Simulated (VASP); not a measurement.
# Ge2Sb3Se (I4/mmm) in VASP: single point with PBE

Aim: the single point of Ge2Sb3Se with PBE.

All numbers are computed with VASP 6.6.1; they aren't measurements. Logs are shortened: lines on timing, memory, paths and dates and some standing lists are left out, and cuts for length are marked.

## Step 1: The cell of the first run

Symmetry: I4/mmm, No. 139, tetragonal system. Conventional cell: a = 5.628 Å, b = 5.628 Å, c = 10.758 Å, α = 90.00°, β = 90.00°, γ = 90.00°. Within 3.3 Å of Ge (site symmetry 4mm) lie 1 Se at 2.51 Å and 5 Sb at 2.82 to 2.87 Å. Within 3.7 Å of Sb (site symmetry -4m2) lie 4 Ge at 2.82 Å. Within 4.0 Å of Sb (site symmetry 4/mmm) lie 2 Ge at 2.87 Å and 8 Sb at 3.89 Å and 4 Se at 3.98 Å. Se (site symmetry 4/mmm) has 2 Ge at 2.51 Å within 3.3 Å.

## Step 2: Single point, PBE

Contents of POSCAR:

```
Ge2Sb3Se
1.0
   -2.8139102312      2.8139102312      5.3789721813
    2.8139102312     -2.8139102312      5.3789721813
    2.8139102312      2.8139102312     -5.3789721813
Ge Sb Se
2 3 1
Direct
    0.7335399553      0.7335399553      0.0000000000
    0.2664600447      0.2664600447      0.0000000000
    0.7500000000      0.2500000000      0.5000000000
    0.2500000000      0.7500000000      0.5000000000
    0.0000000000      0.0000000000      0.0000000000
    0.5000000000      0.5000000000      0.0000000000
```

Contents of INCAR.step1:

```
PREC = Accurate ; ENCUT = 520
EDIFF = 1E-6 ; ISMEAR = 0
SIGMA = 0.1 ; LREAL = F
LASPH = T ; NELM = 100
ALGO = Normal ; ISIF = 2
LWAVE = F ; LCHARG = T
GGA = PE ; NBANDS = 34
```

Contents of KPOINTS.step1:

```
regular mesh
0
Gamma
  10 10 10
```

Contents of INCAR.step2:

```
PREC = Accurate ; ENCUT = 520
EDIFF = 1E-6 ; ISMEAR = -5
SIGMA = 0.1 ; LREAL = F
LASPH = T ; NELM = 100
ALGO = Normal ; ISIF = 2
LWAVE = F ; LCHARG = F
GGA = PE ; LORBIT = 10
NBANDS = 34 ; NEDOS = 2001
ICHARG = 11
```

Contents of KPOINTS.step2:

```
regular mesh
0
Gamma
  15 15 15
```

Potentials or basis: VASP PAW PBE potentials, release 64 (Ge_d, Sb, Se).

On the command line:

```
$ cat potpaw_PBE.64/Ge_d/POTCAR potpaw_PBE.64/Sb/POTCAR potpaw_PBE.64/Se/POTCAR > POTCAR
$ cp INCAR.step1 INCAR
$ cp KPOINTS.step1 KPOINTS
$ mpirun -np 1 vasp_std > vasp.out
$ cp INCAR.step2 INCAR
$ cp KPOINTS.step2 KPOINTS
$ mpirun -np 1 vasp_std > vasp.out
```

OUTCAR:

```text
PREC = Accurate
   ENCUT = 520
   EDIFF = 1E-6
   ISMEAR = -5
   LREAL = F
   LASPH = T
   NELM = 100
   ISIF = 2
   GGA = PE
   LORBIT = 10
   ICHARG = 11

 ion  position               nearest neighbor table
   1  0.734  0.734  0.000-   6 2.51   3 2.82   4 2.82   3 2.82   4 2.82   5 2.87
   2  0.266  0.266  0.000-   6 2.51   4 2.82   3 2.82   4 2.82   3 2.82   5 2.87
   3  0.750  0.250  0.500-   2 2.82   1 2.82   2 2.82   1 2.82
   4  0.250  0.750  0.500-   2 2.82   1 2.82   2 2.82   1 2.82
   5  0.000  0.000  0.000-   1 2.87   2 2.87
   6  0.500  0.500  0.000-   1 2.51   2 2.51

  LATTYP: Found a body centered tetragonal cell.
 ALAT       =     5.6278204624
 C/A-ratio  =     1.9115649539

  Lattice vectors:

 A1 = (  -2.8139102312,   2.8139102312,   5.3789721813)
 A2 = (   2.8139102312,  -2.8139102312,   5.3789721813)
 A3 = (   2.8139102312,   2.8139102312,  -5.3789721813)

Analysis of symmetry for initial positions (statically):
=====================================================================
 Subroutine PRICEL returns:
 Original cell was already a primitive cell.

 Routine SETGRP: Setting up the symmetry group for a
 body centered tetragonal supercell.

 Subroutine GETGRP returns: Found 16 space group operations
 (whereof 16 operations were pure point group operations)
 out of a pool of 16 trial point group operations.

The static configuration has the point symmetry D_4h.

Analysis of symmetry for dynamics (positions and initial velocities):
=====================================================================
 Subroutine PRICEL returns:
 Original cell was already a primitive cell.

 Routine SETGRP: Setting up the symmetry group for a
 body centered tetragonal supercell.

 Subroutine GETGRP returns: Found 16 space group operations
 (whereof 16 operations were pure point group operations)
 out of a pool of 16 trial point group operations.

The dynamic configuration has the point symmetry D_4h.

 Subroutine INISYM returns: Found 16 space group operations
 (whereof 16 operations are pure point group operations),
 and found     1 'primitive' translations

----------------------------------------------------------------------------------------

                                     Primitive cell

  volume of cell :     170.3648

  direct lattice vectors                    reciprocal lattice vectors
    -2.813910231  2.813910231  5.378972181     0.000000000  0.177688682  0.092954561
     2.813910231 -2.813910231  5.378972181     0.177688682  0.000000000  0.092954561
     2.813910231  2.813910231 -5.378972181     0.177688682  0.177688682  0.000000000

  length of vectors
     6.691003161  6.691003161  6.691003161     0.200533833  0.200533833  0.251289744

  position of ions in fractional coordinates (direct lattice)
     0.733539955  0.733539955  0.000000000
     0.266460045  0.266460045  0.000000000
     0.750000000  0.250000000  0.500000000
     0.250000000  0.750000000  0.500000000
     0.000000000  0.000000000  0.000000000
     0.500000000  0.500000000  0.000000000

  ion indices of the primitive-cell ions
   primitive index   ion index
                 1           1
                 2           2
                 3           3
                 4           4
                 5           5
                 6           6

----------------------------------------------------------------------------------------

 KPOINTS: regular mesh

Automatic generation of k-mesh.
 Grid dimensions read from file:
 generate k-points for:   15   15   15

 Generating k-lattice:

  Cartesian coordinates                     Fractional coordinates (reciprocal lattice)
     0.000000000  0.011845912  0.006196971     0.066666667 -0.000000000  0.000000000
     0.011845912  0.000000000  0.006196971    -0.000000000  0.066666667  0.000000000
     0.011845912  0.011845912  0.000000000     0.000000000  0.000000000  0.066666667

  Length of vectors
     0.013368922  0.013368922  0.016752650

  Shift w.r.t. Gamma in fractional coordinates (k-lattice)
     0.000000000  0.000000000  0.000000000

 TETIRR: Found   4311 inequivalent tetrahedra from    20250

 Subroutine IBZKPT returns following result:
 ===========================================

 Found    288 irreducible k-points:

 Following reciprocal coordinates:
            Coordinates               Weight
  0.000000  0.000000  0.000000      1.000000
  0.066667 -0.000000  0.000000      8.000000
  0.133333 -0.000000  0.000000      8.000000
  0.200000 -0.000000  0.000000      8.000000
  0.266667 -0.000000  0.000000      8.000000
  0.333333 -0.000000  0.000000      8.000000
[... 16 lines left out ...]
  0.133333  0.133333  0.000000      8.000000
  0.200000  0.133333  0.000000     16.000000
 [... further k-points ...]
   k-points           NKPTS =    288   k-points in BZ     NKDIM =    288   number of bands    NBANDS=     34
   number of dos      NEDOS =   2001   number of ions     NIONS =      6
   total plane-waves  NPLWV = 125000
   dimension x,y,z NGX =    50 NGY =   50 NGZ =   50
   dimension x,y,z NGXF=   100 NGYF=  100 NGZF=  100
   ions per type =               2   3   1
   NGX,Y,Z   is equivalent  to a cutoff of  12.42, 12.42, 12.42 a.u.
   NGXF,Y,Z  is equivalent  to a cutoff of  24.85, 24.85, 24.85 a.u.
 SYSTEM =  unknown system
   PREC   = accura    normal or accurate (medium, high low for compatibility)
   ISTART =      0    job   : 0-new  1-cont  2-samecut
   ICHARG =     11    charge: 1-file 2-atom 10-const
   ISPIN  =      1    spin polarized calculation?
   LNONCOLLINEAR =      F non collinear calculations
   LSORBIT =      F    spin-orbit coupling
   LASPH  =      T    aspherical Exc in radial PAW
   ENCUT  =  520.0 eV  38.22 Ry    6.18 a.u.  12.44 12.44 12.44*2*pi/ulx,y,z
   NELM   =    100;   NELMIN=  2; NELMDL=  0     # of ELM steps
   EDIFF  = 0.1E-05   stopping-criterion for ELM
   LREAL  =      F    real-space projection
   EDIFFG = 0.1E-04   stopping-criterion for IOM
   NSW    =      0    number of steps for IOM
   IBRION =     -1    ionic relax: 0-MD 1-quasi-New 2-CG
   NFREE  =      0    steps in history (QN), initial steepest desc. (CG)
   ISIF   =      2    stress and relaxation
   ISYM   =      2    0-nonsym 1-usesym 2-fastsym
   POTIM  = 0.5000    time-step for ionic-motion
   TEBEG  =    0.0;   TEEND  =   0.0 temperature during run
   PSTRESS=    0.0 pullay stress
   NELECT =      49.0000    total number of electrons
   NUPDOWN=      -1.0000    fix difference up-down
   EMIN   =  10.00;   EMAX   =-10.00  energy-range for DOS
   EFERMI =   0.00;   METHOD = LEGACY
   ISMEAR =    -5;   SIGMA  =   0.10  broadening in eV -4-tet -1-fermi 0-gaus
   EFERMI_NEDOS =   21; number of points for ismear=-14 and -15
   IALGO  =     38    algorithm
   IMIX   =      4    mixing-type and parameters
     AMIX     =   0.40;   BMIX     =  1.00
     AMIX_MAG =   1.60;   BMIX_MAG =  1.00
  volume/ion in A,a.u.               =      28.39       191.61
  Fermi-wavevector in a.u.,A,eV,Ry     =   1.080638  2.042110 15.888593  1.167779
  Thomas-Fermi vector in A             =   2.216634
   LORBIT       =     10    0 simple, 1 ext, 2 COOP (PROOUT), +10 PAW based schemes
   GGA     = PE    functional components
   LHFCALC =     F    Hartree Fock is set to
   AEXX    =    0.0000 exact exchange contribution
   IVDW    =     0    specifies the selected vdW correction
   LEPSILON=     F    determine dielectric tensor
   LRPA    =     F    only Hartree local field effects (RPA)
 non-spin polarized calculation
 Fermi weights with tetrahedron method with Bloechl corrections
  energy-cutoff  :      520.00
  volume of cell :      170.36
 maximum number of plane-waves:      4652
 NGX is ok and might be reduce to    50

 number of electron      49.0000006 magnetization

 Free energy of the ion-electron system (eV)
  ---------------------------------------------------
  ext. energy  EPLUGINS =         0.00000000
  ---------------------------------------------------
  free energy    TOTEN  =       -22.29287867 eV

  energy without entropy =      -22.29287867  energy(sigma->0) =      -22.29287867

 E-fermi :   5.0698     XC(G=0):  -9.4276

 val. band max:        5.1200442876   @ k =  -0.4000   0.4000   0.2667
 cond. band min:       5.0323511080   @ k =  -0.2667   0.4667   0.2000
 fundamental gap:     -0.0876931796
 Fermi energy:         5.0698114408

 k-point     1 :       0.0000    0.0000    0.0000
  band No.  band energies     occupation
      1     -19.6699      2.00000
      2     -19.6635      2.00000
      3     -19.6546      2.00000
      4     -19.6451      2.00000
      5     -19.6349      2.00000
      6     -19.6349      2.00000
[... 26 lines left out ...]
     33      11.4874      0.00000
     34      12.0501      0.00000

 k-point     2 :       0.0667   -0.0000    0.0000
  band No.  band energies     occupation
      1     -19.6698      2.00000
      2     -19.6636      2.00000
      3     -19.6545      2.00000
      4     -19.6452      2.00000
      5     -19.6349      2.00000
      6     -19.6349      2.00000
[... 26 lines left out ...]
     33      11.4884      0.00000
     34      11.9684      0.00000

 k-point     3 :       0.1333   -0.0000    0.0000
  band No.  band energies     occupation
      1     -19.6696      2.00000
      2     -19.6638      2.00000
      3     -19.6542      2.00000
      4     -19.6456      2.00000
      5     -19.6348      2.00000
      6     -19.6348      2.00000
[... 26 lines left out ...]
     33      11.4819      0.00000
     34      11.7729      0.00000

 k-point     4 :       0.2000   -0.0000    0.0000
  band No.  band energies     occupation
      1     -19.6693      2.00000
      2     -19.6641      2.00000
      3     -19.6538      2.00000
      4     -19.6461      2.00000
      5     -19.6348      2.00000
      6     -19.6348      2.00000
[... 26 lines left out ...]
     33      11.4274      0.00000
     34      11.5490      0.00000

 k-point     5 :       0.2667   -0.0000    0.0000
  band No.  band energies     occupation
      1     -19.6690      2.00000
      2     -19.6645      2.00000
      3     -19.6532      2.00000
      4     -19.6468      2.00000
      5     -19.6347      2.00000
      6     -19.6347      2.00000
[... 621 lines left out ...]
 k-point    22 :      -0.0667    0.0667    0.0000
  band No.  band energies     occupation
      1     -19.6698      2.00000
      2     -19.6636      2.00000
      3     -19.6544      2.00000
      4     -19.6453      2.00000
      5     -19.6349      2.00000
      6     -19.6348      2.00000
[... 26 lines left out ...]
     33      11.2799      0.00000
     34      11.9736      0.00000

 k-point    23 :       0.1333    0.1333    0.0000
  band No.  band energies     occupation
      1     -19.6693      2.00000
      2     -19.6641      2.00000
      3     -19.6539      2.00000
      4     -19.6460      2.00000
      5     -19.6349      2.00000
      6     -19.6347      2.00000
[... 26 lines left out ...]
     33      11.0861      0.00000
     34      11.1203      0.00000

 k-point    24 :       0.2000    0.1333    0.0000
  band No.  band energies     occupation
      1     -19.6690      2.00000
      2     -19.6644      2.00000
      3     -19.6535      2.00000
      4     -19.6465      2.00000
      5     -19.6349      2.00000
      6     -19.6346      2.00000
[... 26 lines left out ...]
     33      10.7631      0.00000
     34      11.0751      0.00000

 [... further k-points ...]

------------------------ aborting loop because EDIFF is reached ----------------------------------------

  FORCE on cell =-STRESS in cart. coord.  units (eV):
  Direction    XX          YY          ZZ          XY          YZ          ZX
  --------------------------------------------------------------------------------------
  -------------------------------------------------------------------------------------
  Total       -0.0640774     -0.0640774     -0.0092780      0.0000000      0.0000000      0.0000000
  in kB       -0.6026088     -0.6026088     -0.0872540      0.0000000      0.0000000      0.0000000
  external PRESSURE =      -0.4308238 kB  Pullay stress =       0.0000000 kB

 VOLUME and BASIS-vectors are now :
 -----------------------------------------------------------------------------
  energy-cutoff  :      520.00
  volume of cell :      170.36
      direct lattice vectors                 reciprocal lattice vectors
    -2.813910231  2.813910231  5.378972181     0.000000000  0.177688682  0.092954561
     2.813910231 -2.813910231  5.378972181     0.177688682  0.000000000  0.092954561
     2.813910231  2.813910231 -5.378972181     0.177688682  0.177688682  0.000000000

 POSITION                                       TOTAL-FORCE (eV/Angst)
 -----------------------------------------------------------------------------------
      0.00000      0.00000      7.89138        -0.000000     -0.000000     -0.008044
      0.00000      0.00000      2.86656         0.000000      0.000000      0.008044
     -0.00000      2.81391      2.68949         0.000000      0.000000      0.000000
      2.81391     -0.00000      2.68949         0.000000      0.000000      0.000000
      0.00000      0.00000      0.00000         0.000000      0.000000      0.000000
      0.00000      0.00000      5.37897         0.000000      0.000000      0.000000
 -----------------------------------------------------------------------------------
    total drift:                               -0.000000      0.000000     -0.000000

  FREE ENERGIE OF THE ION-ELECTRON SYSTEM (eV)
  ---------------------------------------------------
  free  energy   TOTEN  =       -22.2928786676 eV

  energy  without entropy=      -22.2928786676  energy(sigma->0) =      -22.29287867

 total charge

# of ion       s       p       d       tot
------------------------------------------
    1        1.209   1.016  10.043  12.269
    2        1.209   1.016  10.043  12.269
    3        1.219   1.110   0.034   2.363
    4        1.219   1.110   0.034   2.363
    5        1.246   1.017   0.019   2.282
    6        1.494   2.218   0.031   3.744
--------------------------------------------------
tot          7.596   7.489  20.205  35.290
```

Run time: 54 min. Hardware: 1 thread of Intel Xeon 8259CL, shared host; peak memory 1.5 GiB.

Results:

- Valence electrons inside the program's atomic spheres: Ge 12.27; Sb 2.36, 2.28 (each value once); Se 3.74

Caveat: spin-orbit coupling is left out, which moves the levels of the heavy elements; tetrahedron occupations give inexact forces and stress in metals.
